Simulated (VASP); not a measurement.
# Be (P6_3/mmc) in VASP: further runs

The runs below take Be through single point, with PBEsol, revPBE, PBE.

Everything below comes from runs of VASP 6.6.1. Logs are shortened: lines on timing, memory, paths and dates and some standing lists are left out, and cuts for length are marked.

### Step 1. The cell of the first run

The structure is hexagonal, space group P6_3/mmc (No. 194). Conventional cell: a = 2.285 Å, b = 2.285 Å, c = 3.584 Å, α = 90.00°, β = 90.00°, γ = 120.00°. Be (site symmetry -6m2) has 12 Be at 2.23 to 2.29 Å within 2.9 Å.

### Step 2. Single point, PBEsol

The input, INCAR:

```
ALGO = Normal
EDIFF = 1E-6
ENCUT = 520
GGA = PS
ISIF = 2
ISMEAR = -1
LASPH = True
LCHARG = False
LREAL = False
LWAVE = False
NBANDS = 9
NELM = 80
PREC = Accurate
SIGMA = 0.05
```

The input, KPOINTS:

```
k-points
0
Gamma
  13 13 8
```

The input, POSCAR:

```
Be
1.0
    2.2853000000      0.0000000000      0.0000000000
   -1.1426500000      1.9791278553      0.0000000000
    0.0000000000      0.0000000000      3.5842000000
Be
2
Direct
    0.6666666667      0.3333333333      0.7500000000
    0.3333333333      0.6666666667      0.2500000000
```

Potentials or basis: VASP PAW PBE potentials, release 64 (Be).

Run with:

```sh
> cat potpaw_PBE.64/Be/POTCAR > POTCAR
> mpirun -np 1 vasp_std > vasp.out
```

OUTCAR:

```text
EDIFF = 1E-6
   ENCUT = 520
   GGA = PS
   ISIF = 2
   ISMEAR = -1
   LASPH = True
   LREAL = False
   NELM = 80
   PREC = Accurate

 ion  position               nearest neighbor table
   1  0.667  0.333  0.750-   2 2.23   2 2.23   2 2.23   2 2.23   2 2.23   2 2.23
   2  0.333  0.667  0.250-   1 2.23   1 2.23   1 2.23   1 2.23   1 2.23   1 2.23

  LATTYP: Found a hexagonal cell.
 ALAT       =     2.2853000000
 C/A-ratio  =     1.5683717674

  Lattice vectors:

 A1 = (   2.2853000000,   0.0000000000,   0.0000000000)
 A2 = (  -1.1426500000,   1.9791278553,   0.0000000000)
 A3 = (   0.0000000000,   0.0000000000,   3.5842000000)

Analysis of symmetry for initial positions (statically):
=====================================================================
 Subroutine PRICEL returns:
 Original cell was already a primitive cell.

 Routine SETGRP: Setting up the symmetry group for a
 hexagonal supercell.

 Subroutine GETGRP returns: Found 24 space group operations
 (whereof 12 operations were pure point group operations)
 out of a pool of 24 trial point group operations.

The static configuration has the point symmetry D_3d.
 The point group associated with its full space group is D_6h.

Analysis of symmetry for dynamics (positions and initial velocities):
=====================================================================
 Subroutine PRICEL returns:
 Original cell was already a primitive cell.

 Routine SETGRP: Setting up the symmetry group for a
 hexagonal supercell.

 Subroutine GETGRP returns: Found 24 space group operations
 (whereof 12 operations were pure point group operations)
 out of a pool of 24 trial point group operations.

The dynamic configuration has the point symmetry D_3d.
 The point group associated with its full space group is D_6h.

 Subroutine INISYM returns: Found 24 space group operations
 (whereof 12 operations are pure point group operations),
 and found     1 'primitive' translations

----------------------------------------------------------------------------------------

                                     Primitive cell

  volume of cell :      16.2110

  direct lattice vectors                    reciprocal lattice vectors
     2.285300000  0.000000000  0.000000000     0.437579311  0.252636533  0.000000000
    -1.142650000  1.979127855  0.000000000     0.000000000  0.505273066  0.000000000
     0.000000000  0.000000000  3.584200000     0.000000000  0.000000000  0.279002288

  length of vectors
     2.285300000  2.285300000  3.584200000     0.505273066  0.505273066  0.279002288

  position of ions in fractional coordinates (direct lattice)
     0.666666667  0.333333333  0.750000000
     0.333333333  0.666666667  0.250000000

  ion indices of the primitive-cell ions
   primitive index   ion index
                 1           1
                 2           2

----------------------------------------------------------------------------------------

 KPOINTS: k-points

Automatic generation of k-mesh.
 Grid dimensions read from file:
 generate k-points for:   13   13    8

 Generating k-lattice:

  Cartesian coordinates                     Fractional coordinates (reciprocal lattice)
     0.033659947  0.019433579  0.000000000     0.076923077  0.000000000  0.000000000
     0.000000000  0.038867159  0.000000000     0.000000000  0.076923077  0.000000000
     0.000000000  0.000000000  0.034875286     0.000000000  0.000000000  0.125000000

  Length of vectors
     0.038867159  0.038867159  0.034875286

  Shift w.r.t. Gamma in fractional coordinates (k-lattice)
     0.000000000  0.000000000  0.000000000

 Subroutine IBZKPT returns following result:
 ===========================================

 Found    105 irreducible k-points:

 Following reciprocal coordinates:
            Coordinates               Weight
  0.000000  0.000000  0.000000      1.000000
  0.076923  0.000000  0.000000      6.000000
  0.153846  0.000000  0.000000      6.000000
  0.230769  0.000000  0.000000      6.000000
  0.307692  0.000000  0.000000      6.000000
  0.384615  0.000000  0.000000      6.000000
[... 16 lines left out ...]
  0.076923  0.000000  0.125000     12.000000
  0.153846  0.000000  0.125000     12.000000
 [... further k-points ...]
   k-points           NKPTS =    105   k-points in BZ     NKDIM =    105   number of bands    NBANDS=      9
   number of dos      NEDOS =    301   number of ions     NIONS =      2
   total plane-waves  NPLWV =   9072
   dimension x,y,z NGX =    18 NGY =   18 NGZ =   28
   dimension x,y,z NGXF=    36 NGYF=   36 NGZF=   56
   ions per type =               2
   NGX,Y,Z   is equivalent  to a cutoff of  13.09, 13.09, 12.99 a.u.
   NGXF,Y,Z  is equivalent  to a cutoff of  26.19, 26.19, 25.97 a.u.
 SYSTEM =  unknown system
   PREC   = accura    normal or accurate (medium, high low for compatibility)
   ISTART =      0    job   : 0-new  1-cont  2-samecut
   ICHARG =      2    charge: 1-file 2-atom 10-const
   ISPIN  =      1    spin polarized calculation?
   LNONCOLLINEAR =      F non collinear calculations
   LSORBIT =      F    spin-orbit coupling
   LASPH  =      T    aspherical Exc in radial PAW
   ENCUT  =  520.0 eV  38.22 Ry    6.18 a.u.   4.25  4.25  6.66*2*pi/ulx,y,z
   NELM   =     80;   NELMIN=  2; NELMDL= -5     # of ELM steps
   EDIFF  = 0.1E-05   stopping-criterion for ELM
   LREAL  =      F    real-space projection
   EDIFFG = 0.1E-04   stopping-criterion for IOM
   NSW    =      0    number of steps for IOM
   IBRION =     -1    ionic relax: 0-MD 1-quasi-New 2-CG
   NFREE  =      0    steps in history (QN), initial steepest desc. (CG)
   ISIF   =      2    stress and relaxation
   ISYM   =      2    0-nonsym 1-usesym 2-fastsym
   POTIM  = 0.5000    time-step for ionic-motion
   TEBEG  =    0.0;   TEEND  =   0.0 temperature during run
   PSTRESS=    0.0 pullay stress
   NELECT =       4.0000    total number of electrons
   NUPDOWN=      -1.0000    fix difference up-down
   EMIN   =  10.00;   EMAX   =-10.00  energy-range for DOS
[... 5 lines left out ...]
     AMIX     =   0.40;   BMIX     =  1.00
     AMIX_MAG =   1.60;   BMIX_MAG =  1.00
  volume/ion in A,a.u.               =       8.11        54.70
  Fermi-wavevector in a.u.,A,eV,Ry     =   1.026814  1.940397 14.345258  1.054347
  Thomas-Fermi vector in A             =   2.160726
   LORBIT       =      0    0 simple, 1 ext, 2 COOP (PROOUT), +10 PAW based schemes
   GGA     = PS    functional components
   LHFCALC =     F    Hartree Fock is set to
   AEXX    =    0.0000 exact exchange contribution
   IVDW    =     0    specifies the selected vdW correction
   LEPSILON=     F    determine dielectric tensor
   LRPA    =     F    only Hartree local field effects (RPA)
 non-spin polarized calculation
  energy-cutoff  :      520.00
  volume of cell :       16.21
 maximum number of plane-waves:       454
 NGX is ok and might be reduce to    18
   NGX =  9   NGY =  9   NGZ = 13

 number of electron       4.0000000 magnetization

 Free energy of the ion-electron system (eV)
  ---------------------------------------------------
  ext. energy  EPLUGINS =         0.00000000
  ---------------------------------------------------
  free energy    TOTEN  =        -7.98845785 eV

  energy without entropy =       -7.98737870  energy(sigma->0) =       -7.98791827

 E-fermi :   6.6531     XC(G=0): -10.5265

 val. band max:        6.5848413435   @ k =   0.2308   0.1538   0.0000
 cond. band min:       6.7235428964   @ k =   0.3077   0.1538   0.0000
 fundamental gap:      0.1387015529
 Fermi energy:         6.6531087327

 k-point     1 :       0.0000    0.0000    0.0000
  band No.  band energies     occupation
      1      -4.3936      2.00000
      2       2.4798      2.00000
      3       7.9241      0.00000
      4      22.4199      0.00000
      5      22.4199      0.00000
      6      25.2372      0.00000
      7      25.2372      0.00000
      8      27.4129      0.00000
      9      33.4478      0.00000

 k-point     2 :       0.0769    0.0000    0.0000
  band No.  band energies     occupation
      1      -4.2259      2.00000
      2       2.6984      2.00000
      3       7.9746      0.00000
      4      21.1034      0.00000
      5      21.4825      0.00000
      6      25.2399      0.00000
      7      25.6826      0.00000
      8      27.0748      0.00000
      9      31.2287      0.00000

 k-point     3 :       0.1538    0.0000    0.0000
  band No.  band energies     occupation
      1      -3.7223      2.00000
      2       3.3530      2.00000
      3       8.1005      0.00000
      4      18.2801      0.00000
      5      19.8873      0.00000
      6      25.0101      0.00000
      7      25.7595      0.00000
      8      25.7886      0.00000
      9      28.2594      0.00000

 k-point     4 :       0.2308    0.0000    0.0000
  band No.  band energies     occupation
      1      -2.8826      2.00000
      2       4.4386      2.00000
      3       8.1641      0.00000
      4      15.3431      0.00000
      5      18.4090      0.00000
      6      23.2211      0.00000
      7      23.6249      0.00000
      8      25.1683      0.00000
      9      26.4018      0.00000
[... 205 lines left out ...]
 k-point    22 :       0.0000    0.0000    0.1250
  band No.  band energies     occupation
      1      -4.2590      2.00000
      2       1.7376      2.00000
      3       8.9779      0.00000
      4      22.5415      0.00000
      5      22.5415      0.00000
      6      25.1924      0.00000
      7      25.1924      0.00000
      8      26.4308      0.00000
      9      34.1869      0.00000

 k-point    23 :       0.0769    0.0000    0.1250
  band No.  band energies     occupation
      1      -4.0911      2.00000
      2       1.9381      2.00000
      3       9.0449      0.00000
      4      21.2333      0.00000
      5      21.6195      0.00000
      6      25.0610      0.00000
      7      25.5283      0.00000
      8      26.2930      0.00000
      9      31.1912      0.00000

 k-point    24 :       0.1538    0.0000    0.1250
  band No.  band energies     occupation
      1      -3.5872      2.00000
      2       2.5332      2.00000
      3       9.2220      0.00000
      4      18.4076      0.00000
      5      20.0389      0.00000
      6      24.4626      0.00000
      7      25.2963      0.00000
      8      25.3993      0.00000
      9      28.5050      0.00000

 [... further k-points ...]
[... 5 lines left out ...]
  --------------------------------------------------------------------------------------
  -------------------------------------------------------------------------------------
  Total       -0.3280376     -0.3280376     -0.4083495      0.0000000      0.0000000     -0.0000000
  in kB      -32.4208897    -32.4208897    -40.3583456      0.0000000      0.0000000     -0.0000000
  external PRESSURE =     -35.0667083 kB  Pullay stress =       0.0000000 kB

 VOLUME and BASIS-vectors are now :
 -----------------------------------------------------------------------------
  energy-cutoff  :      520.00
  volume of cell :       16.21
      direct lattice vectors                 reciprocal lattice vectors
     2.285300000  0.000000000  0.000000000     0.437579311  0.252636533  0.000000000
    -1.142650000  1.979127855  0.000000000     0.000000000  0.505273066  0.000000000
     0.000000000  0.000000000  3.584200000     0.000000000  0.000000000  0.279002288

 POSITION                                       TOTAL-FORCE (eV/Angst)
 -----------------------------------------------------------------------------------
      1.14265      0.65971      2.68815        -0.000000      0.000000      0.000000
     -0.00000      1.31942      0.89605         0.000000     -0.000000      0.000000
 -----------------------------------------------------------------------------------
    total drift:                                0.000000     -0.000000      0.000000

  FREE ENERGIE OF THE ION-ELECTRON SYSTEM (eV)
  ---------------------------------------------------
  free  energy   TOTEN  =        -7.9884578476 eV

  energy  without entropy=       -7.9873786971  energy(sigma->0) =       -7.98791827
```

Run time: 7.1 s. Hardware: 1 thread of Intel Xeon Platinum 8559C (Emerald Rapids), shared host; peak memory 0.13 GiB.

Results:

```yaml
Free_energy: -7.9885 eV
Pressure: -3.5 GPa
Band_gap_on_the_k_mesh: zero (band 2 reaches 7.89 eV, above the bottom of band 3 at 6.28 eV)
```

Stress tensor (GPa, compression positive):
```
-3.24  0.00  0.00
 0.00 -3.24  0.00
 0.00  0.00 -4.04
```

Caveat: the PAW data sets were made with another functional, which shifts forces and pressure a little.

(Part 1 of 2 ends here.)
